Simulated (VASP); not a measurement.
A run of VASP 6.6.1 is set up as follows.

The input POSCAR:

```
WSe2
1.0
    3.3144241466      0.0000000000      0.0000000000
   -1.6572120733      2.8703755099      0.0000000000
    0.0000000000      0.0000000000     29.8000909728
W Se
3 6
Direct
    0.6666666667      0.3333333333      0.0117449306
    0.3333333333      0.6666666667      0.7640670056
    0.3333333333      0.6666666667      0.2241879468
    0.3333333333      0.6666666667      0.0674620638
    0.6666666667      0.3333333333      0.8199352631
    0.6666666667      0.3333333333      0.2798932754
    0.3333333333      0.6666666667      0.9559150120
    0.6666666667      0.3333333333      0.7082957686
    0.6666666667      0.3333333333      0.1684988897
```

Contents of INCAR.step1:

```
ALGO = Normal
EDIFF = 1E-4
ENCUT = 520
GGA = PE
ISMEAR = 0
LASPH = True
LCHARG = False
LREAL = False
LWAVE = True
NBANDS = 49
NELM = 80
PREC = Accurate
SIGMA = 0.05
```

INCAR.step2

```
ALGO = Normal
EDIFF = 1E-6
ENCUT = 520
ISIF = 2
ISMEAR = 0
ISTART = 1
LASPH = True
LCHARG = False
LMIXTAU = True
LREAL = False
LWAVE = False
METAGGA = R2SCAN
NBANDS = 49
NELM = 80
PREC = Accurate
SIGMA = 0.05
```

The input KPOINTS:

```
k-points
0
Gamma
  12 12 1
```

Potentials or basis: VASP PAW PBE potentials, release 64 (W_sv, Se).

The run is started by

```sh
$ cat potpaw_PBE.64/W_sv/POTCAR potpaw_PBE.64/Se/POTCAR > POTCAR
$ cp INCAR.step1 INCAR
$ mpirun -np 1 vasp_std > vasp.out
$ cp INCAR.step2 INCAR
$ mpirun -np 1 vasp_std > vasp.out
```

(1) What does it give for the band gap on the k mesh?

(2) Predict the largest force.

Answers

(1) 1.32 eV (least direct gap 1.58 eV).

(2) 0.122 eV/Å.

Caveat: the cell differs from its parent crystal (atoms displaced along a vibrational mode); the PAW data sets were made with another functional, which shifts forces and pressure a little; spin-orbit coupling is left out, which moves the levels of the heavy elements.
